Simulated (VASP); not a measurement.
# BiTe: single point with PBEsol

BiTe:

```
CELL_PARAMETERS angstrom
0.00000 3.20232 3.20232
3.20232 0.00000 3.20232
3.20232 3.20232 0.00000
ATOMIC_POSITIONS crystal
Bi 0.00000 0.00000 0.00000
Te 0.50000 0.50000 0.50000
```

```yaml
Program: VASP 6.6.1
Task: single point
Functional: PBEsol
Potentials_or_basis: VASP PAW PBE potentials, release 64 (Bi_d, Te)
Cutoff: 520 eV
k_mesh: 7 × 7 × 7
Occupations: fermi-dirac, width 0.05 eV
Spin: no spin polarisation
Dipole_correction: no
Further_INCAR_settings: ALGO = Normal; EDIFF = 1e-07; NBANDS = 18
```

* Pressure: -0.1 GPa

Levels at points of the mesh, in eV from the Fermi level:
| k point | band 7 | band 8 | band 9 | band 10 | band 11 | band 12 | band 13 | band 14 |
| --- | --- | --- | --- | --- | --- | --- | --- | --- |
| (0.00, 0.00, 0.00) | -8.06 | -2.64 | -2.64 | -2.64 | 2.18 | 2.18 | 2.18 | 4.56 |

Wall time 43 s on 1 thread of AMD EPYC 7R43 64-Core Processor (Zen 3) (shared host), peak memory 0.16 GiB.

Caveat: the PAW data sets were made with another functional, which shifts forces and pressure a little; spin-orbit coupling is left out, which moves the levels of the heavy elements.
